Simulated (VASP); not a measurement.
**CuO: relaxation of volume and atoms at fixed shape with r2SCAN**

CuO:

```
Cu O
1.0
     2.34465   -1.71340    0.00000
     2.34465    1.71340    0.00000
    -0.86055    0.00000    5.05944
Cu O
2 2
Direct
  0.00320 0.49680 0.00000
  0.49680 0.00320 0.50000
  0.57140 0.40560 0.25370
  0.40560 0.57140 0.75370
```

* Program: VASP 6.6.1
* Task: relaxation of volume and atoms at fixed shape
* Functional: r2SCAN
* Potentials or basis: VASP PAW PBE potentials, release 64 (Cu, O)
* Cutoff: 600 eV
* k mesh: 11 × 11 × 6
* Occupations: fermi-dirac, width 0.05 eV
* Spin: no spin polarisation
* Dipole correction: no
* Further INCAR settings: ALGO = Normal; EDIFF = 1e-06; IBRION = 2; EDIFFG = -0.01; NSW = 80; ISIF = 8

```yaml
Relaxed_volume: 10.18 Å³/atom
Relaxed_cell: a = 2.906 Å, b = 2.906 Å, c = 5.136 Å, α = 97.78°, β = 97.78°, γ = 72.32°
Space_group_after_relaxing_to_0.1_Å: C2/c (No. 15)
Energy_gained_by_relaxing: 14.5 meV/atom
Ionic_steps: 11
Pressure_after_relaxing: 0.0 GPa
Largest_force_after_relaxing: 0.003 eV/Å
Band_gap_on_the_k_mesh: zero (bands 17 and 18 overlap by 0.75 eV)
```

Forces in eV/Å, atoms in the order of the input:
```
Cu  -0.003  0.000  0.000
Cu  -0.003  0.000  0.000
O    0.003 -0.002  0.000
O    0.003  0.002  0.000
```

Stress tensor (GPa, compression positive):
```
-1.58  0.00  1.47
 0.00  1.86  0.00
 1.47  0.00 -0.26
```

Step by step:
| step | energy change (eV) | largest force (eV/Å) | pressure (GPa) | volume (Å³) |
| --- | --- | --- | --- | --- |
| 1 | 0.0000 | 0.7621 | -0.56 | 40.65 |
| 2 | -0.0500 | 0.1964 | 0.21 | 40.44 |
| 3 | -0.0503 | 0.1870 | 0.03 | 40.46 |
| 4 | -0.0534 | 0.1366 | 0.29 | 40.46 |
| 5 | -0.0569 | 0.0349 | 0.89 | 40.47 |
| 6 | -0.0569 | 0.0329 | 1.03 | 40.47 |
| 7 | -0.0573 | 0.0114 | -0.85 | 40.94 |
| 8 | -0.0578 | 0.0161 | -0.01 | 40.73 |
| 9 | -0.0578 | 0.0156 | -0.09 | 40.74 |
| 10 | -0.0579 | 0.0041 | 0.17 | 40.73 |
| 11 | -0.0579 | 0.0032 | 0.01 | 40.73 |

Final structure:
```
CELL_PARAMETERS angstrom
2.34625 -1.71457 0.00000
2.34625 1.71457 0.00000
-0.86114 0.00000 5.06288
ATOMIC_POSITIONS crystal
Cu 0.99449 0.49401 0.00189
Cu 0.49401 0.99449 0.50189
O 0.56159 0.42691 0.25181
O 0.42691 0.56159 0.75181
```

Levels at points of the mesh, in eV from the Fermi level:
| k point | band 13 | band 14 | band 15 | band 16 | band 17 | band 18 | band 19 | band 20 | band 21 |
| --- | --- | --- | --- | --- | --- | --- | --- | --- | --- |
| (0.00, 0.00, 0.00) | -2.62 | -2.48 | -2.40 | -1.92 | 0.18 | 0.96 | 2.06 | 6.59 | 8.63 |
| (0.00, 0.00, 0.50) | -2.44 | -2.44 | -1.73 | -1.73 | 0.23 | 0.23 | 4.29 | 4.29 | 12.40 |

Run time: 89 min on 1 thread of Oxide Virtual Turin-like Processor, on a shared host, peak memory 0.29 GiB.

Caveat: the PAW data sets were made with another functional, which shifts forces and pressure a little; semilocal functionals often make such compounds metallic where correlation or magnetic order opens a gap, which also shifts bond lengths. With open d or f shells a metallic result of r2SCAN can be an artefact of self-interaction; +U or a hybrid may open a gap.
